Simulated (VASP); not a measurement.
# MgO in VASP: a series of runs

Runs on MgO. Level: PBEsol. Tasks: single point.

Everything below comes from runs of VASP 6.6.1. Logs are shortened: lines on timing, memory, paths and dates and some standing lists are left out, and cuts for length are marked.

## (1) The cell of the first run

Symmetry: Cmc2_1, No. 36, orthorhombic system. Conventional cell: a = 3.303 Å, b = 5.722 Å, c = 5.019 Å, α = 90.00°, β = 90.00°, γ = 90.00°. Within 2.6 Å of Mg (site symmetry m) lie 4 O at 1.97 to 2.00 Å. O (site symmetry m) has 4 Mg at 1.97 to 2.00 Å within 2.6 Å.

## (2) Single point, PBEsol (mode 4 frozen in at -0.000 Å and mode 5 at +0.108 Å (largest displacements))

INCAR

```
SYSTEM = MgO
  PREC = Accurate
  ENCUT = 520
  EDIFF = 1E-6
  ISMEAR = 0
  SIGMA = 0.05
  LREAL = .False.
  LASPH = .True.
  NELM = 100
  ALGO = Normal
  ISIF = 2
  LWAVE = .False.
  LCHARG = .False.
  GGA = PS
  NBANDS = 16
```

KPOINTS

```
regular mesh
0
Gamma
  9 9 6
  0 0 0
```

POSCAR

```
MgO
1.0
    3.3034677759      0.0000000000      0.0000000000
   -1.6517338880      2.8608870145      0.0000000000
    0.0000000000      0.0000000000      5.0193881071
Mg O
2 2
Direct
    0.3522085981      0.7044171963      0.0036583441
    0.6477914019      0.2955828037      0.5036583441
    0.3158227165      0.6316454330      0.4009416559
    0.6841772835      0.3683545670      0.9009416559
```

Potentials or basis: VASP PAW PBE potentials, release 64 (Mg, O).

The run is started by

```console
> cat potpaw_PBE.64/Mg/POTCAR potpaw_PBE.64/O/POTCAR > POTCAR
> mpirun -np 1 vasp_std > vasp.out
```

OUTCAR:

```text
SYSTEM = MgO
   PREC = Accurate
   ENCUT = 520
   EDIFF = 1E-6
   ISMEAR = 0
   LREAL = .False.
   LASPH = .True.
   NELM = 100
   ISIF = 2
   GGA = PS

 ion  position               nearest neighbor table
   1  0.352  0.704  0.004-   4 1.97   4 1.98   4 1.98   3 2.00   2 3.03   2 3.03   2 3.22   2 3.22
                             2 3.22   2 3.22
   2  0.648  0.296  0.504-   3 1.97   3 1.98   3 1.98   4 2.00   1 3.03   1 3.03   1 3.22   1 3.22
                             1 3.22   1 3.22
   3  0.316  0.632  0.401-   2 1.97   2 1.98   2 1.98   1 2.00
   4  0.684  0.368  0.901-   1 1.97   1 1.98   1 1.98   2 2.00

  LATTYP: Found a hexagonal cell.
 ALAT       =     3.3034677759
 C/A-ratio  =     1.5194300195

  Lattice vectors:

 A1 = (   3.3034677759,   0.0000000000,   0.0000000000)
 A2 = (  -1.6517338880,   2.8608870145,   0.0000000000)
 A3 = (   0.0000000000,   0.0000000000,   5.0193881071)

Analysis of symmetry for initial positions (statically):
=====================================================================
 Subroutine PRICEL returns:
 Original cell was already a primitive cell.

 Routine SETGRP: Setting up the symmetry group for a
 hexagonal supercell.

 Subroutine GETGRP returns: Found  4 space group operations
 (whereof  2 operations were pure point group operations)
 out of a pool of 24 trial point group operations.

The static configuration has the point symmetry C_1h.
 The point group associated with its full space group is C_2v.

Analysis of symmetry for dynamics (positions and initial velocities):
=====================================================================
 Subroutine PRICEL returns:
 Original cell was already a primitive cell.

 Routine SETGRP: Setting up the symmetry group for a
 hexagonal supercell.

 Subroutine GETGRP returns: Found  4 space group operations
 (whereof  2 operations were pure point group operations)
 out of a pool of 24 trial point group operations.

The dynamic configuration has the point symmetry C_1h.
 The point group associated with its full space group is C_2v.

 Subroutine INISYM returns: Found  4 space group operations
 (whereof  2 operations are pure point group operations),
 and found     1 'primitive' translations

----------------------------------------------------------------------------------------

                                     Primitive cell

  volume of cell :      47.4375

  direct lattice vectors                    reciprocal lattice vectors
     3.303467776  0.000000000  0.000000000     0.302712201  0.174770971  0.000000000
    -1.651733888  2.860887014  0.000000000     0.000000000  0.349541941  0.000000000
     0.000000000  0.000000000  5.019388107     0.000000000  0.000000000  0.199227471

  length of vectors
     3.303467776  3.303467776  5.019388107     0.349541941  0.349541941  0.199227471

  position of ions in fractional coordinates (direct lattice)
     0.352208598  0.704417196  0.003658344
     0.647791402  0.295582804  0.503658344
     0.315822717  0.631645433  0.400941656
     0.684177283  0.368354567  0.900941656

  ion indices of the primitive-cell ions
   primitive index   ion index
                 1           1
                 2           2
                 3           3
                 4           4

----------------------------------------------------------------------------------------

 KPOINTS: regular mesh

Automatic generation of k-mesh.
 Grid dimensions read from file:
 generate k-points for:    9    9    6

 Generating k-lattice:

  Cartesian coordinates                     Fractional coordinates (reciprocal lattice)
     0.033634689  0.019418997  0.000000000     0.111111111  0.000000000  0.000000000
     0.000000000  0.038837993  0.000000000     0.000000000  0.111111111  0.000000000
     0.000000000  0.000000000  0.033204579     0.000000000  0.000000000  0.166666667

  Length of vectors
     0.038837993  0.038837993  0.033204579

  Shift w.r.t. Gamma in fractional coordinates (k-lattice)
     0.000000000  0.000000000  0.000000000

 Subroutine IBZKPT returns following result:
 ===========================================

 Found    100 irreducible k-points:

 Following reciprocal coordinates:
            Coordinates               Weight
  0.000000  0.000000  0.000000      1.000000
  0.111111  0.000000  0.000000      4.000000
  0.000000  0.111111  0.000000      2.000000
  0.222222  0.000000  0.000000      4.000000
  0.000000  0.222222  0.000000      2.000000
  0.333333  0.000000  0.000000      4.000000
[... 16 lines left out ...]
 -0.222222 -0.444444  0.000000      4.000000
  0.444444  0.333333  0.000000      4.000000
 [... further k-points ...]
   k-points           NKPTS =    100   k-points in BZ     NKDIM =    100   number of bands    NBANDS=     16
   number of dos      NEDOS =    301   number of ions     NIONS =      4
   total plane-waves  NPLWV =  31360
   dimension x,y,z NGX =    28 NGY =   28 NGZ =   40
   dimension x,y,z NGXF=    56 NGYF=   56 NGZF=   80
   ions per type =               2   2
   NGX,Y,Z   is equivalent  to a cutoff of  14.09, 14.09, 13.25 a.u.
   NGXF,Y,Z  is equivalent  to a cutoff of  28.18, 28.18, 26.50 a.u.
 SYSTEM =  MgO
   PREC   = accura    normal or accurate (medium, high low for compatibility)
   ISTART =      0    job   : 0-new  1-cont  2-samecut
   ICHARG =      2    charge: 1-file 2-atom 10-const
   ISPIN  =      1    spin polarized calculation?
   LNONCOLLINEAR =      F non collinear calculations
   LSORBIT =      F    spin-orbit coupling
   LASPH  =      T    aspherical Exc in radial PAW
   ENCUT  =  520.0 eV  38.22 Ry    6.18 a.u.   6.14  6.14  9.33*2*pi/ulx,y,z
   NELM   =    100;   NELMIN=  2; NELMDL= -5     # of ELM steps
   EDIFF  = 0.1E-05   stopping-criterion for ELM
   LREAL  =      F    real-space projection
   EDIFFG = 0.1E-04   stopping-criterion for IOM
   NSW    =      0    number of steps for IOM
   IBRION =     -1    ionic relax: 0-MD 1-quasi-New 2-CG
   NFREE  =      0    steps in history (QN), initial steepest desc. (CG)
   ISIF   =      2    stress and relaxation
   ISYM   =      2    0-nonsym 1-usesym 2-fastsym
   POTIM  = 0.5000    time-step for ionic-motion
   TEBEG  =    0.0;   TEEND  =   0.0 temperature during run
   PSTRESS=    0.0 pullay stress
   NELECT =      16.0000    total number of electrons
   NUPDOWN=      -1.0000    fix difference up-down
   EMIN   =  10.00;   EMAX   =-10.00  energy-range for DOS
   EFERMI =   0.00;   METHOD = LEGACY
   ISMEAR =     0;   SIGMA  =   0.05  broadening in eV -4-tet -1-fermi 0-gaus
   EFERMI_NEDOS =   21; number of points for ismear=-14 and -15
   IALGO  =     38    algorithm
   IMIX   =      4    mixing-type and parameters
     AMIX     =   0.40;   BMIX     =  1.00
     AMIX_MAG =   1.60;   BMIX_MAG =  1.00
  volume/ion in A,a.u.               =      11.86        80.03
  Fermi-wavevector in a.u.,A,eV,Ry     =   1.139570  2.153475 17.668792  1.298620
  Thomas-Fermi vector in A             =   2.276273
   LORBIT       =      0    0 simple, 1 ext, 2 COOP (PROOUT), +10 PAW based schemes
   GGA     = PS    functional components
   LHFCALC =     F    Hartree Fock is set to
   AEXX    =    0.0000 exact exchange contribution
   IVDW    =     0    specifies the selected vdW correction
   LEPSILON=     F    determine dielectric tensor
   LRPA    =     F    only Hartree local field effects (RPA)
 non-spin polarized calculation
 Gauss-broadening in eV      SIGMA  =   0.05
  energy-cutoff  :      520.00
  volume of cell :       47.44
 maximum number of plane-waves:      1296
 NGX is ok and might be reduce to    28
   NGX = 13   NGY = 13   NGZ = 19

 number of electron      15.9999997 magnetization

 Free energy of the ion-electron system (eV)
  ---------------------------------------------------
  ext. energy  EPLUGINS =         0.00000000
  ---------------------------------------------------
  free energy    TOTEN  =       -24.48892487 eV

  energy without entropy =      -24.48892487  energy(sigma->0) =      -24.48892487

 E-fermi :   1.2554     XC(G=0):  -9.9623

 val. band max:        1.0245184339   @ k =   0.0000   0.0000   0.0000
 cond. band min:       4.3013098523   @ k =   0.0000   0.0000   0.0000
 fundamental gap:      3.2767914184
 Fermi energy:         1.2553934924

 k-point     1 :       0.0000    0.0000    0.0000
  band No.  band energies     occupation
      1     -15.1637      2.00000
      2     -14.3487      2.00000
      3      -2.3177      2.00000
      4       0.2052      2.00000
      5       0.2932      2.00000
      6       0.4667      2.00000
[... 8 lines left out ...]
     15      17.0571      0.00000
     16      17.8728      0.00000

 k-point     2 :       0.1111    0.0000    0.0000
  band No.  band energies     occupation
      1     -15.1005      2.00000
      2     -14.3282      2.00000
      3      -2.1944      2.00000
      4      -0.0658      2.00000
      5       0.1726      2.00000
      6       0.2146      2.00000
[... 8 lines left out ...]
     15      16.8796      0.00000
     16      17.4185      0.00000

 k-point     3 :       0.0000    0.1111    0.0000
  band No.  band energies     occupation
      1     -15.1026      2.00000
      2     -14.3250      2.00000
      3      -2.2004      2.00000
      4      -0.1103      2.00000
      5       0.1376      2.00000
      6       0.1795      2.00000
[... 8 lines left out ...]
     15      17.2889      0.00000
     16      17.2997      0.00000

 k-point     4 :       0.2222    0.0000    0.0000
  band No.  band energies     occupation
      1     -14.9295      2.00000
      2     -14.2830      2.00000
      3      -1.8453      2.00000
      4      -0.8250      2.00000
      5      -0.4079      2.00000
      6       0.0038      2.00000
[... 8 lines left out ...]
     15      15.8364      0.00000
     16      16.5548      0.00000
[... 324 lines left out ...]
 k-point    22 :       0.3333    0.2222    0.0000
  band No.  band energies     occupation
      1     -14.4487      2.00000
      2     -14.2625      2.00000
      3      -1.8431      2.00000
      4      -1.1388      2.00000
      5      -0.6916      2.00000
      6      -0.5898      2.00000
[... 8 lines left out ...]
     15      14.8653      0.00000
     16      17.1078      0.00000

 k-point    23 :      -0.2222   -0.4444    0.0000
  band No.  band energies     occupation
      1     -14.4823      2.00000
      2     -14.2247      2.00000
      3      -1.9744      2.00000
      4      -1.0208      2.00000
      5      -0.7457      2.00000
      6      -0.6668      2.00000
[... 8 lines left out ...]
     15      14.9083      0.00000
     16      16.8405      0.00000

 k-point    24 :       0.4444    0.3333    0.0000
  band No.  band energies     occupation
      1     -14.4176      2.00000
      2     -14.2962      2.00000
      3      -1.7920      2.00000
      4      -1.0832      2.00000
      5      -0.7872      2.00000
      6      -0.4733      2.00000
[... 8 lines left out ...]
     15      14.5669      0.00000
     16      16.9667      0.00000

 [... further k-points ...]
[... 5 lines left out ...]
  --------------------------------------------------------------------------------------
  -------------------------------------------------------------------------------------
  Total       -0.1289640     -0.2884746     -0.0342547      0.0000000      0.0000000      0.0000000
  in kB       -4.3556950     -9.7430891     -1.1569368      0.0000000      0.0000000      0.0000000
  external PRESSURE =      -5.0852403 kB  Pullay stress =       0.0000000 kB

 VOLUME and BASIS-vectors are now :
 -----------------------------------------------------------------------------
  energy-cutoff  :      520.00
  volume of cell :       47.44
      direct lattice vectors                 reciprocal lattice vectors
     3.303467776  0.000000000  0.000000000     0.302712201  0.174770971  0.000000000
    -1.651733888  2.860887014  0.000000000     0.000000000  0.349541941  0.000000000
     0.000000000  0.000000000  5.019388107     0.000000000  0.000000000  0.199227471

 POSITION                                       TOTAL-FORCE (eV/Angst)
 -----------------------------------------------------------------------------------
     -0.00000      2.01526      0.01836         0.000000     -0.394239      0.066418
      1.65173      0.84563      2.52806        -0.000000      0.394239      0.066418
     -0.00000      1.80707      2.01248        -0.000000      0.195589     -0.066418
      1.65173      1.05382      4.52218         0.000000     -0.195589     -0.066418
 -----------------------------------------------------------------------------------
    total drift:                               -0.000000      0.000000      0.001351

  FREE ENERGIE OF THE ION-ELECTRON SYSTEM (eV)
  ---------------------------------------------------
  free  energy   TOTEN  =       -24.4889248697 eV

  energy  without entropy=      -24.4889248697  energy(sigma->0) =      -24.48892487
```

Run time: 26 s. Hardware: 1 thread of Intel Xeon 6975P-C (Granite Rapids), shared host; peak memory 0.22 GiB.

What came out:

| Quantity | Value |
| --- | --- |
| Free energy | -24.4889 eV |
| Pressure | -0.5 GPa |
| Largest force | 0.400 eV/Å |
| Band gap on the k mesh | 3.28 eV, direct |

Forces in eV/Å, atoms in the order of the input:
```
Mg   0.000 -0.394  0.066
Mg   0.000  0.394  0.066
O    0.000  0.196 -0.066
O    0.000 -0.196 -0.066
```

Levels at points of the mesh, in eV from the valence-band top:
```csv
k point,band 4,band 5,band 6,band 7,band 8,band 9,band 10,band 11,band 12,band 13
"(0.00, 0.00, 0.00)",-0.82,-0.73,-0.56,-0.34,0.00,3.28,8.29,10.07,13.66,14.33
"(0.00, 0.00, 0.50)",-2.07,-0.64,-0.64,-0.59,-0.59,5.79,5.79,12.92,12.92,14.47
```

Caveat: the cell differs from its parent crystal (mode 4 frozen in at -0.000 Å and mode 5 at +0.108 Å (largest displacements)); the PAW data sets were made with another functional, which shifts forces and pressure a little. A k mesh can miss the band edges.

## (3) Single point, PBEsol (mode 4 frozen in at -0.000 Å and mode 5 at -0.108 Å (largest displacements))

INCAR

```
SYSTEM = MgO
  ALGO = Normal
  EDIFF = 1E-6
  ENCUT = 520
  GGA = PS
  ISIF = 2
  ISMEAR = 0
  LASPH = .True.
  LCHARG = .False.
  LREAL = .False.
  LWAVE = .False.
  NBANDS = 16
  NELM = 100
  PREC = Accurate
  SIGMA = 0.05
```

KPOINTS

```
k-points
0
Gamma
  9 9 6
  0 0 0
```

POSCAR

```
MgO
1.0
    3.3034677759      0.0000000000      0.0000000000
   -1.6517338880      2.8608870145      0.0000000000
    0.0000000000      0.0000000000      5.0193881071
Mg O
2 2
Direct
    0.3144580685      0.6289161370      0.0036583441
    0.6855419315      0.3710838630      0.5036583441
    0.3508439502      0.7016879004      0.4009416559
    0.6491560498      0.2983120996      0.9009416559
```

Potentials or basis: VASP PAW PBE potentials, release 64 (Mg, O).

The run is started by

```console
> cat potpaw_PBE.64/Mg/POTCAR potpaw_PBE.64/O/POTCAR > POTCAR
> mpirun -np 1 vasp_std > vasp.out
```

OUTCAR:

```text
SYSTEM = MgO
   EDIFF = 1E-6
   ENCUT = 520
   GGA = PS
   ISIF = 2
   ISMEAR = 0
   LASPH = .True.
   LREAL = .False.
   NELM = 100
   PREC = Accurate

 ion  position               nearest neighbor table
   1  0.314  0.629  0.004-   4 1.97   4 1.97   4 1.98   3 2.00   2 3.09   2 3.09   2 3.09   2 3.09
                             2 3.29   2 3.29
   2  0.686  0.371  0.504-   3 1.97   3 1.97   3 1.98   4 2.00   1 3.09   1 3.09   1 3.09   1 3.09
                             1 3.29   1 3.29
   3  0.351  0.702  0.401-   2 1.97   2 1.97   2 1.98   1 2.00
[... 655 lines left out ...]

 [... further k-points ...]
[... 5 lines left out ...]
  --------------------------------------------------------------------------------------
  -------------------------------------------------------------------------------------
  Total       -0.0795083     -0.3204425     -0.0533274      0.0000000      0.0000000      0.0000000
  in kB       -2.6853533    -10.8227864     -1.8011070      0.0000000      0.0000000      0.0000000
  external PRESSURE =      -5.1030822 kB  Pullay stress =       0.0000000 kB

 VOLUME and BASIS-vectors are now :
 -----------------------------------------------------------------------------
  energy-cutoff  :      520.00
  volume of cell :       47.44
      direct lattice vectors                 reciprocal lattice vectors
     3.303467776  0.000000000  0.000000000     0.302712201  0.174770971  0.000000000
    -1.651733888  2.860887014  0.000000000     0.000000000  0.349541941  0.000000000
     0.000000000  0.000000000  5.019388107     0.000000000  0.000000000  0.199227471

 POSITION                                       TOTAL-FORCE (eV/Angst)
 -----------------------------------------------------------------------------------
     -0.00000      1.79926      0.01836        -0.000000      0.315240      0.065537
      1.65173      1.06163      2.52806         0.000000     -0.315240      0.065537
     -0.00000      2.00745      2.01248         0.000000     -0.238210     -0.065537
      1.65173      0.85344      4.52218        -0.000000      0.238210     -0.065537
 -----------------------------------------------------------------------------------
    total drift:                               -0.000000     -0.000000      0.001345

  FREE ENERGIE OF THE ION-ELECTRON SYSTEM (eV)
  ---------------------------------------------------
  free  energy   TOTEN  =       -24.4918224362 eV

  energy  without entropy=      -24.4918224362  energy(sigma->0) =      -24.49182244
```

Run time: 26 s. Hardware: 1 thread of Intel Xeon 6975P-C (Granite Rapids), shared host; peak memory 0.22 GiB.

Results:

```yaml
Free_energy: -24.4918 eV
Pressure: -0.5 GPa
Largest_force: 0.322 eV/Å
Band_gap_on_the_k_mesh: 3.27 eV, direct
```

Forces in eV/Å, atoms in the order of the input:
```
Mg   0.000  0.315  0.066
Mg   0.000 -0.315  0.066
O    0.000 -0.238 -0.066
O    0.000  0.238 -0.066
```

Stress tensor (GPa, compression positive):
```
-0.27  0.00  0.00
 0.00 -1.08  0.00
 0.00  0.00 -0.18
```

Caveat: the cell differs from its parent crystal (mode 4 frozen in at -0.000 Å and mode 5 at -0.108 Å (largest displacements)); the PAW data sets were made with another functional, which shifts forces and pressure a little. A k mesh can miss the band edges.

## (4) Single point, PBEsol (mode 4 frozen in at -0.108 Å and mode 5 at -0.108 Å (largest displacements))

INCAR

```
SYSTEM = MgO
PREC     = Accurate       ! precision mode
ENCUT    = 520            ! plane-wave cutoff, eV
EDIFF    = 1E-6           ! SCF threshold, eV
ISMEAR   = 0              ! smearing method
SIGMA    = 0.05           ! smearing width, eV
LREAL    = .FALSE.        ! projectors in reciprocal space
LASPH    = .TRUE.         ! aspherical terms in the spheres
NELM     = 100            ! most SCF steps
ALGO     = Normal         ! electronic algorithm
ISIF     = 2              ! what is computed and relaxed
LWAVE    = .FALSE.        ! write WAVECAR
LCHARG   = .FALSE.        ! write CHGCAR
GGA      = PS             ! functional
NBANDS   = 16             ! bands
```

KPOINTS

```
Automatic mesh
0
G
  9 9 6
  0 0 0
```

POSCAR

```
MgO
1.0
    3.3034677759      0.0000000000      0.0000000000
   -1.6517338880      2.8608870145      0.0000000000
    0.0000000000      0.0000000000      5.0193881071
Mg O
2 2
Direct
    0.2817651509      0.6289161370      0.0036583441
    0.7182348491      0.3710838630      0.5036583441
    0.3811732282      0.7016879004      0.4009416559
    0.6188267718      0.2983120996      0.9009416559
```

The run is started by

```console
> cat potpaw_PBE.64/Mg/POTCAR potpaw_PBE.64/O/POTCAR > POTCAR
> mpirun -np 1 vasp_std > vasp.out
```

It took 40 s on 1 thread of Intel Xeon 6975P-C (Granite Rapids), shared host; peak memory 0.26 GiB.

Results (log left out):

* Free energy: -24.4276 eV
* Pressure: -0.7 GPa
* Largest force: 0.571 eV/Å
* Band gap on the k mesh: 3.20 eV, direct

Forces in eV/Å, atoms in the order of the input:
```
Mg   0.431  0.352  0.126
Mg  -0.431 -0.352  0.126
O   -0.174 -0.216 -0.126
O    0.174  0.216 -0.126
```

Stress tensor (GPa, compression positive):
```
-1.02 -0.62  0.00
-0.62 -1.15  0.00
 0.00  0.00  0.10
```

Levels at points of the mesh, in eV from the valence-band top:
```csv
k point,band 6,band 7,band 8,band 9,band 10,band 11
"(0.00, 0.00, 0.00)",-0.64,-0.35,0.00,3.20,8.20,9.99
"(0.00, 0.00, 0.50)",-0.69,-0.62,-0.62,5.71,5.71,12.82
```

Caveat: the cell differs from its parent crystal (mode 4 frozen in at -0.108 Å and mode 5 at -0.108 Å (largest displacements)); the PAW data sets were made with another functional, which shifts forces and pressure a little. A k mesh can miss the band edges.
